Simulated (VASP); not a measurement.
Set up this calculation in VASP 6.6.1, as the native input.

| Item | Value |
| --- | --- |
| Task | single point |
| Functional | PBE |
| Potentials or basis | VASP PAW PBE potentials, release 64 (Al, W_sv) |
| Cutoff | 500 eV |
| k mesh | 3 × 4 × 4 |
| Occupations | gaussian, width 0.2 eV |
| Spin | no spin polarisation |
| Dipole correction | no |
| Further INCAR settings | ALGO = Normal; EDIFF = 1e-06; NBANDS = 25 |

The structure of Al6W lies in POSCAR:

```
Al6W
1.0
    7.9632202194      0.0000000000      0.0000000000
    0.0000000000      2.7512457663      2.7565470111
    0.0000000000     -2.7512457663      2.7565470111
Al W
6 1
Direct
    0.5000000000      0.9181496580      0.9181496580
    0.7526474666      0.4185370987      0.9181324459
    0.2473525334      0.9181324459      0.4185370987
    0.7526474666      0.9181324459      0.4185370987
    0.2473525334      0.4185370987      0.9181324459
    0.0000000000      0.9197221146      0.9197221146
    0.5000000000      0.4182922082      0.4182922082
```

The cell was built from a structure type or drawn by symmetry, and may not be a known phase.

These files were run (other wordings do the same):

INCAR

```
PREC = Accurate
ENCUT = 500
EDIFF = 1E-6
ISMEAR = 0
SIGMA = 0.2
LREAL = False
LASPH = True
NELM = 120
ALGO = Normal
ISIF = 2
LWAVE = False
LCHARG = True
GGA = PE
LELF = True
LVHAR = True
NBANDS = 25
GGA_COMPAT = False
```

KPOINTS

```
Automatic mesh
0
Gamma
  3 4 4
```

Potentials or basis: VASP PAW PBE potentials, release 64 (Al, W_sv).

Launch:

```bash
$ cat potpaw_PBE.64/Al/POTCAR potpaw_PBE.64/W_sv/POTCAR > POTCAR
$ mpirun -np 1 vasp_std > vasp.out
```

Results of the run:

* Pressure: 0.1 GPa
* Largest force: 0.024 eV/Å
* Band gap on the k mesh: zero (bands 16 and 17 overlap by 1.67 eV)

Caveat: the k points lie up to 0.40 Å⁻¹ apart, too coarse for converged energies and pressures of a metal; spin-orbit coupling is left out, which moves the levels of the heavy elements.

Run time: 17 s on 1 thread of Intel(R) Xeon(R) 6975P-C (Granite Rapids), with other jobs on the host, peak memory 0.21 GiB.
